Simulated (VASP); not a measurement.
A run of VASP 6.6.1 is set up as follows.

File POSCAR:

```
ZnS
1.0
    0.0000000000      2.6633828638      2.6940955531
    2.6633828638      0.0000000000      2.6940955531
    2.6633828638      2.6633828638      0.0000000000
Zn S
1 1
Direct
    0.2500000000      0.2500000000      0.2500000000
    0.0000000000      0.0000000000      0.0000000000
```

The input INCAR.step1:

```
PREC = Accurate ; ENCUT = 520
EDIFF = 1E-5 ; ISMEAR = 0
SIGMA = 0.01 ; LREAL = F
LASPH = T ; NELM = 60
ALGO = Normal ; ISIF = 2
LWAVE = T ; LCHARG = F
NBANDS = 16 ; GGA = PE
```

INCAR.step2

```
PREC = Accurate ; ENCUT = 520
EDIFF = 1E-6 ; ISMEAR = 0
SIGMA = 0.01 ; LREAL = F
LASPH = T ; NELM = 60
ALGO = Normal ; ISIF = 2
LWAVE = F ; LCHARG = F
GGA = PE ; LHFCALC = T
HFSCREEN = 0.2079 ; PRECFOCK = Normal
NBANDS = 16 ; ISTART = 1
```

KPOINTS

```
Automatic mesh
0
Gamma
  6 6 6
```

Potentials or basis: VASP PAW PBE potentials, release 64 (Zn, S).

Command:

```sh
$ cat potpaw_PBE.64/Zn/POTCAR potpaw_PBE.64/S/POTCAR > POTCAR
$ cp INCAR.step1 INCAR
$ mpirun -np 1 vasp_std > vasp.out
$ cp INCAR.step2 INCAR
$ mpirun -np 1 vasp_std > vasp.out
```

Problem. Predict the pressure.

Solution. 3.6 GPa.

Problem. Estimate the band gap on the k mesh.

Solution. 3.46 eV.

Stress tensor (GPa, compression positive):
```
3.73 0.00 0.00
0.00 3.73 0.00
0.00 0.00 3.25
```

Caveat: the cell differs from its parent crystal (biaxial xy strain -1.1%); the cell stands under pressure; the PAW data sets were made with another functional, which shifts forces and pressure a little.
